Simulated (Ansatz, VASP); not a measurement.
**One calculation of Sn, two programs**

File INCAR:

```
SYSTEM = Sn
  PREC = Accurate
  ENCUT = 520
  EDIFF = 1E-8
  ISMEAR = -1
  SIGMA = 0.08
  LREAL = .False.
  LASPH = .True.
  NELM = 80
  ALGO = Normal
  ISIF = 2
  LWAVE = .False.
  LCHARG = .False.
  GGA = CA
  LEFG = .True.
  NBANDS = 13
```

KPOINTS

```
Automatic mesh
0
Gamma
  13 13 13
  0 0 0
```

The input POSCAR:

```
Sn
1.0
   -1.7079658415      1.9740153379      2.1287413574
    1.7079658415     -1.9740153379      2.1287413574
    1.7079658415      1.9740153379     -2.1287413574
Sn
1
Direct
    0.0000000000      0.0000000000      0.0000000000
```

Input for Ansatz:

```yaml
crystal:
  lattice:
    - [-1.7079658415, 1.9740153379, 2.1287413574]
    - [1.7079658415, -1.9740153379, 2.1287413574]
    - [1.7079658415, 1.9740153379, -2.1287413574]
  atoms:
    - { symbol: Sn, position: [0.0, 0.0, 0.0] }
kpoints:
  mp_grid: { grid: [13, 13, 13] }
scf:
  occupations: { method: fermi_dirac, width: 0.08 }
hamiltonian:
  xc: lda
  pseudopotentials: { kind: paw }
output:
  forces: true
  stress: true
  eigenvalues: true
  efg: { contact_densities: true }
```

Change from the starting cell: volume scaled by 1.03, PAW files.

Alike in both runs: task electric field gradients; functional LDA; k mesh 13 × 13 × 13; occupations fermi-dirac, width 0.08 eV; no spin polarisation.

```csv
,VASP,Ansatz
version,VASP 6.6.1,Ansatz 0.2.0
potentials or method,"VASP PAW LDA potentials, release 64 (Sn_d)","PAW with Ansatz's default frozen-core files, scalar-relativistic"
plane-wave cutoff (eV),520,420
valence electrons in the cell,14,14
```

|  | VASP | Ansatz | Ansatz less VASP |
| --- | --- | --- | --- |
| pressure (GPa) | -5.0 | -5.0 | +0.04 |
| traceless stress, the component that is largest in VASP (GPa) | -0.38 | -0.37 | +0.012 |
| size of Vzz on the site where it differs most (V/Å²) | 8.7 | 9.0 | +0.23 |

LDA's correlation is that of Perdew and Zunger in VASP and of Perdew and Wang (1992) in Ansatz.
